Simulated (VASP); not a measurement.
# TiSn2Te3 (P-6m2) in VASP: single point with PBE

Aim: the single point of TiSn2Te3 with PBE.

All numbers are computed with VASP 6.6.1; they aren't measurements. Logs are shortened: lines on timing, memory, paths and dates and some standing lists are left out, and cuts for length are marked.

### Step 1. The cell of the first run

Symmetry: P-6m2, No. 187, hexagonal system. The conventional cell has a = 5.612 Å, b = 5.612 Å, c = 6.063 Å, α = 90.00°, β = 90.00°, γ = 120.00°. Within 4.0 Å of Ti (site symmetry -6m2) lie 2 Sn at 3.03 Å and 6 Te at 3.24 Å. Sn (site symmetry -6m2) has 5 Te at 3.03 to 3.24 Å and 3 Sn at 3.24 Å within 4.0 Å. Within 4.0 Å of Sn (site symmetry -6m2) lie 2 Ti at 3.03 Å and 3 Sn at 3.24 Å and 3 Te at 3.24 Å. Te (site symmetry -6m2) has 2 Te at 3.03 Å and 6 Sn at 3.24 Å within 4.0 Å. Te (site symmetry -6m2) has 2 Sn at 3.03 Å and 3 Ti at 3.24 Å and 3 Te at 3.24 Å within 4.0 Å. Te (site symmetry -6m2) has 5 Te at 3.03 to 3.24 Å and 3 Ti at 3.24 Å within 4.0 Å.

The cell was built from a structure type or drawn by symmetry, and may not be a known phase.

### Step 2. Single point, PBE, collinear spin

INCAR

```
ALGO = Normal ; EDIFF = 1E-6
ENCUT = 520 ; GGA = PE
ISIF = 2 ; ISMEAR = 0
ISPIN = 2 ; LASPH = True
LCHARG = True ; LELF = True
LMAXMIX = 4 ; LORBIT = 11
LREAL = False ; LVHAR = True
LWAVE = False ; MAGMOM = 1 0 0 0 0 0
NBANDS = 42 ; NELM = 150
PREC = Accurate ; SIGMA = 0.1
```

KPOINTS

```
k-points
0
Gamma
  6 6 4
```

POSCAR

```
TiSn2Te3
1.0
    5.6115983988      0.0000000000      0.0000000000
   -2.8057991994      4.8597867692      0.0000000000
    0.0000000000      0.0000000000      6.0631703628
Ti Sn Te
1 2 3
Direct
    0.3333333333      0.6666666667      0.0000000000
    0.0000000000      0.0000000000      0.5000000000
    0.3333333333      0.6666666667      0.5000000000
    0.6666666667      0.3333333333      0.5000000000
    0.0000000000      0.0000000000      0.0000000000
    0.6666666667      0.3333333333      0.0000000000
```

Potentials or basis: VASP PAW PBE potentials, release 64 (Ti_sv, Sn_d, Te).

Run with:

```
cat potpaw_PBE.64/Ti_sv/POTCAR potpaw_PBE.64/Sn_d/POTCAR potpaw_PBE.64/Te/POTCAR > POTCAR
mpirun -np 1 vasp_std > vasp.out
```

OUTCAR:

```text
EDIFF = 1E-6
   ENCUT = 520
   GGA = PE
   ISIF = 2
   ISMEAR = 0
   ISPIN = 2
   LASPH = True
   LORBIT = 11
   LREAL = False
   NELM = 150
   PREC = Accurate

 ion  position               nearest neighbor table
   1  0.333  0.667  0.000-   3 3.03   3 3.03   5 3.24   6 3.24   6 3.24   5 3.24   5 3.24   6 3.24

   2  0.000  0.000  0.500-   5 3.03   5 3.03   3 3.24   4 3.24   4 3.24   3 3.24   4 3.24   3 3.24

   3  0.333  0.667  0.500-   1 3.03   1 3.03   2 3.24   4 3.24   4 3.24   2 3.24   2 3.24   4 3.24

   4  0.667  0.333  0.500-   6 3.03   6 3.03   3 3.24   2 3.24   3 3.24   2 3.24   2 3.24   3 3.24

   5  0.000  0.000  0.000-   2 3.03   2 3.03   6 3.24   1 3.24   6 3.24   1 3.24   6 3.24   1 3.24

   6  0.667  0.333  0.000-   4 3.03   4 3.03   5 3.24   1 3.24   1 3.24   5 3.24   5 3.24   1 3.24

  LATTYP: Found a hexagonal cell.
 ALAT       =     5.6115983988
 C/A-ratio  =     1.0804711834

  Lattice vectors:

 A1 = (   5.6115983988,   0.0000000000,   0.0000000000)
 A2 = (  -2.8057991994,   4.8597867692,   0.0000000000)
 A3 = (   0.0000000000,   0.0000000000,   6.0631703628)

Analysis of symmetry for initial positions (statically):
=====================================================================
 Subroutine PRICEL returns:
 Original cell was already a primitive cell.

 Routine SETGRP: Setting up the symmetry group for a
 hexagonal supercell.

 Subroutine GETGRP returns: Found 12 space group operations
 (whereof 12 operations were pure point group operations)
 out of a pool of 24 trial point group operations.

The static configuration has the point symmetry D_3h.

Analysis of symmetry for dynamics (positions and initial velocities):
=====================================================================
 Subroutine PRICEL returns:
 Original cell was already a primitive cell.

 Routine SETGRP: Setting up the symmetry group for a
 hexagonal supercell.

 Subroutine GETGRP returns: Found 12 space group operations
 (whereof 12 operations were pure point group operations)
 out of a pool of 24 trial point group operations.

The dynamic configuration has the point symmetry D_3h.

Analysis of structural, dynamic, and magnetic symmetry:
=====================================================================
 Subroutine PRICEL returns:
 Original cell was already a primitive cell.

 Routine SETGRP: Setting up the symmetry group for a
 hexagonal supercell.

 Subroutine GETGRP returns: Found 12 space group operations
 (whereof 12 operations were pure point group operations)
 out of a pool of 24 trial point group operations.

The overall configuration has the point symmetry D_3h.

 Subroutine INISYM returns: Found 12 space group operations
 (whereof 12 operations are pure point group operations),
 and found     1 'primitive' translations

----------------------------------------------------------------------------------------

                                     Primitive cell

  volume of cell :     165.3498

  direct lattice vectors                    reciprocal lattice vectors
     5.611598399  0.000000000  0.000000000     0.178202346  0.102885172  0.000000000
    -2.805799199  4.859786769  0.000000000     0.000000000  0.205770345  0.000000000
     0.000000000  0.000000000  6.063170363     0.000000000  0.000000000  0.164930216

  length of vectors
     5.611598399  5.611598399  6.063170363     0.205770345  0.205770345  0.164930216

  position of ions in fractional coordinates (direct lattice)
     0.333333333  0.666666667  0.000000000
     0.000000000  0.000000000  0.500000000
     0.333333333  0.666666667  0.500000000
     0.666666667  0.333333333  0.500000000
     0.000000000  0.000000000  0.000000000
     0.666666667  0.333333333  0.000000000

  ion indices of the primitive-cell ions
   primitive index   ion index
                 1           1
                 2           2
                 3           3
                 4           4
                 5           5
                 6           6

----------------------------------------------------------------------------------------

[... 46 lines left out ...]
  0.333333  0.333333  0.500000      2.000000
   k-points           NKPTS =     21   k-points in BZ     NKDIM =     21   number of bands    NBANDS=     42
   number of dos      NEDOS =    301   number of ions     NIONS =      6
   total plane-waves  NPLWV =  84672
   dimension x,y,z NGX =    42 NGY =   42 NGZ =   48
   dimension x,y,z NGXF=    84 NGYF=   84 NGZF=   96
   ions per type =               1   2   3
   NGX,Y,Z   is equivalent  to a cutoff of  12.44, 12.44, 13.16 a.u.
   NGXF,Y,Z  is equivalent  to a cutoff of  24.89, 24.89, 26.32 a.u.
 SYSTEM =  unknown system
   PREC   = accura    normal or accurate (medium, high low for compatibility)
   ISTART =      0    job   : 0-new  1-cont  2-samecut
   ICHARG =      2    charge: 1-file 2-atom 10-const
   ISPIN  =      2    spin polarized calculation?
   LNONCOLLINEAR =      F non collinear calculations
   LSORBIT =      F    spin-orbit coupling
   LASPH  =      T    aspherical Exc in radial PAW
   ENCUT  =  520.0 eV  38.22 Ry    6.18 a.u.  10.43 10.43 11.27*2*pi/ulx,y,z
   NELM   =    150;   NELMIN=  2; NELMDL= -5     # of ELM steps
   EDIFF  = 0.1E-05   stopping-criterion for ELM
   LREAL  =      F    real-space projection
   EDIFFG = 0.1E-04   stopping-criterion for IOM
   NSW    =      0    number of steps for IOM
   IBRION =     -1    ionic relax: 0-MD 1-quasi-New 2-CG
   NFREE  =      0    steps in history (QN), initial steepest desc. (CG)
   ISIF   =      2    stress and relaxation
   ISYM   =      2    0-nonsym 1-usesym 2-fastsym
   POTIM  = 0.5000    time-step for ionic-motion
   TEBEG  =    0.0;   TEEND  =   0.0 temperature during run
   PSTRESS=    0.0 pullay stress
   NELECT =      58.0000    total number of electrons
   NUPDOWN=      -1.0000    fix difference up-down
   EMIN   =  10.00;   EMAX   =-10.00  energy-range for DOS
   EFERMI =   0.00;   METHOD = LEGACY
   ISMEAR =     0;   SIGMA  =   0.10  broadening in eV -4-tet -1-fermi 0-gaus
   EFERMI_NEDOS =   21; number of points for ismear=-14 and -15
   IALGO  =     38    algorithm
   IMIX   =      4    mixing-type and parameters
     AMIX     =   0.40;   BMIX     =  1.00
     AMIX_MAG =   1.60;   BMIX_MAG =  1.00
  volume/ion in A,a.u.               =      27.56       185.97
  Fermi-wavevector in a.u.,A,eV,Ry     =   1.154559  2.181801 18.136669  1.333008
  Thomas-Fermi vector in A             =   2.291195
   LORBIT       =     11    0 simple, 1 ext, 2 COOP (PROOUT), +10 PAW based schemes
   GGA     = PE    functional components
   LHFCALC =     F    Hartree Fock is set to
   AEXX    =    0.0000 exact exchange contribution
   IVDW    =     0    specifies the selected vdW correction
   LEPSILON=     F    determine dielectric tensor
   LRPA    =     F    only Hartree local field effects (RPA)
 spin polarized calculation
 Gauss-broadening in eV      SIGMA  =   0.10
  energy-cutoff  :      520.00
  volume of cell :      165.35
 maximum number of plane-waves:      4487
 NGX is ok and might be reduce to    42
   NGX = 21   NGY = 21   NGZ = 23

 number of electron      57.9999997 magnetization       0.0014345

 number of electron      57.9999997 magnetization      -0.0006626

 Free energy of the ion-electron system (eV)
  ---------------------------------------------------
  ext. energy  EPLUGINS =         0.00000000
  ---------------------------------------------------
  free energy    TOTEN  =       -24.68441727 eV

  energy without entropy =      -24.65266470  energy(sigma->0) =      -24.66854099

 E-fermi :   7.6572     XC(G=0): -10.0339

 val. band max:        7.6407997996   @ k =   0.3333   0.0000   0.0000
 cond. band min:       7.6656856335   @ k =   0.3333   0.1667   0.2500
 fundamental gap:      0.0248858339
 Fermi energy:         7.6572230711

 spin component 1

 k-point     1 :       0.0000    0.0000    0.0000
  band No.  band energies     occupation
      1     -50.1598      1.00000
      2     -26.4007      1.00000
      3     -26.3923      1.00000
      4     -26.3922      1.00000
      5     -14.1449      1.00000
      6     -14.1018      1.00000
[... 913 lines left out ...]
     40      12.5768      0.00000
     41      12.6012      0.00000
 Fermi energy:         7.6572230711

 spin component 2

 k-point     1 :       0.0000    0.0000    0.0000
  band No.  band energies     occupation
      1     -50.1602      1.00000
      2     -26.4013      1.00000
      3     -26.3927      1.00000
      4     -26.3927      1.00000
      5     -14.1449      1.00000
      6     -14.1018      1.00000
[... 913 lines left out ...]
     40      12.5768      0.00000
     41      12.6012      0.00000
 [bands above 41 left out]

------------------------ aborting loop because EDIFF is reached ----------------------------------------

  FORCE on cell =-STRESS in cart. coord.  units (eV):
  Direction    XX          YY          ZZ          XY          YZ          ZX
  --------------------------------------------------------------------------------------
  -------------------------------------------------------------------------------------
  Total       -0.0484806     -0.0484806     -0.0829936      0.0000000      0.0000000      0.0000000
  in kB       -0.4697585     -0.4697585     -0.8041769      0.0000000      0.0000000      0.0000000
  external PRESSURE =      -0.5812313 kB  Pullay stress =       0.0000000 kB

 VOLUME and BASIS-vectors are now :
 -----------------------------------------------------------------------------
  energy-cutoff  :      520.00
  volume of cell :      165.35
      direct lattice vectors                 reciprocal lattice vectors
     5.611598399  0.000000000  0.000000000     0.178202346  0.102885172  0.000000000
    -2.805799199  4.859786769  0.000000000     0.000000000  0.205770345  0.000000000
     0.000000000  0.000000000  6.063170363     0.000000000  0.000000000  0.164930216

 POSITION                                       TOTAL-FORCE (eV/Angst)
 -----------------------------------------------------------------------------------
     -0.00000      3.23986      0.00000        -0.000000      0.000000      0.000000
      0.00000      0.00000      3.03159        -0.000000      0.000000      0.000000
     -0.00000      3.23986      3.03159        -0.000000      0.000000      0.000000
      2.80580      1.61993      3.03159         0.000000      0.000000      0.000000
      0.00000      0.00000      0.00000        -0.000000      0.000000      0.000000
      2.80580      1.61993      0.00000        -0.000000      0.000000      0.000000
 -----------------------------------------------------------------------------------
    total drift:                                0.000001     -0.000000     -0.000000

  FREE ENERGIE OF THE ION-ELECTRON SYSTEM (eV)
  ---------------------------------------------------
  free  energy   TOTEN  =       -24.6844172672 eV

  energy  without entropy=      -24.6526647039  energy(sigma->0) =      -24.66854099

 total charge

# of ion       s       p       d       tot
------------------------------------------
    1        2.133   6.034   1.810   9.977
    2        1.323   0.826   9.992  12.142
    3        1.252   1.012   9.964  12.228
    4        1.425   1.842   0.057   3.324
    5        1.401   1.902   0.048   3.351
    6        1.421   1.843   0.055   3.319
--------------------------------------------------
tot          8.955  13.459  21.926  44.340

 magnetization (x)

# of ion       s       p       d       tot
------------------------------------------
    1        0.000  -0.000  -0.001  -0.001
    2       -0.000   0.000  -0.000  -0.000
    3       -0.000   0.000  -0.000  -0.000
    4       -0.000  -0.000  -0.000  -0.000
    5        0.000   0.000  -0.000   0.000
    6       -0.000   0.000  -0.000   0.000
--------------------------------------------------
tot         -0.000  -0.000  -0.001  -0.001
```

It took 5.1 min on 1 thread of Intel Xeon 6975P-C (Granite Rapids), shared host; peak memory 0.49 GiB.

Results:

- Free energy: -24.6844 eV
- Pressure: -0.1 GPa
- Band gap on the k mesh: zero (filled and empty bands overlap)
- Net moment: 0.00 μB per cell
- Valence electrons inside the program's atomic spheres: Ti 9.98; Sn 12.14, 12.23; Te 3.32, 3.35 (each value once)

Caveat: spin-orbit coupling is left out, which moves the levels of the heavy elements.
